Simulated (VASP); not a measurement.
Set up this calculation in VASP 6.6.1, as the native input.

```
Task                   : single point
Functional             : PBE
Potentials or basis    : VASP PAW PBE potentials, release 64 (Hf_pv, Si, O)
Cutoff                 : 520 eV
k mesh                 : 4 × 4 × 4
Occupations            : gaussian, width 0.1 eV
Spin                   : no spin polarisation
Dipole correction      : no
Further INCAR settings : ALGO = Normal; EDIFF = 1e-06; NBANDS = 37
```

The structure of HfSi2O6 lies in POSCAR:

```
HfSi2O6
1.0
    4.9553592000     -2.5079402000      0.0000000000
    4.9553592000      2.5079402000      0.0000000000
   -0.1764545000      0.0000000000      5.8822158000
Hf Si O
1 2 6
Direct
    0.4587940000      0.5412060000      0.0000000000
    0.5193970000      0.9865640000      0.6551790000
    0.0134360000      0.4806030000      0.3448210000
    0.7916040000      0.4295670000      0.2022840000
    0.3048400000      0.1550930000      0.4318780000
    0.5704330000      0.2083960000      0.7977160000
    0.1259400000      0.6285810000      0.1826300000
    0.8449070000      0.6951600000      0.5681220000
    0.3714190000      0.8740600000      0.8173700000
```

The input as run:

INCAR

```
ALGO = Normal
EDIFF = 1E-6
ENCUT = 520
GGA = PE
ISIF = 2
ISMEAR = 0
LASPH = T
LCHARG = T
LELF = T
LREAL = F
LVHAR = T
LWAVE = F
NBANDS = 37
NELM = 100
PREC = Accurate
SIGMA = 0.1
```

KPOINTS

```
k-points
0
Gamma
  4 4 4
```

Potentials or basis: VASP PAW PBE potentials, release 64 (Hf_pv, Si, O).

Launch:

```bash
$ cat potpaw_PBE.64/Hf_pv/POTCAR potpaw_PBE.64/Si/POTCAR potpaw_PBE.64/O/POTCAR > POTCAR
$ mpirun -np 1 vasp_std > vasp.out
```

It gave:

| Quantity | Value |
| --- | --- |
| Pressure | -0.4 GPa |
| Largest force | 0.189 eV/Å |
| Band gap on the k mesh | 5.03 eV (least direct gap 5.29 eV) |

Caveat: spin-orbit coupling is left out, which moves the levels of the heavy elements.

It took 99 s on 1 thread of AMD EPYC 9R45 96-Core Processor (Zen 5) (shared host), peak memory 0.31 GiB.
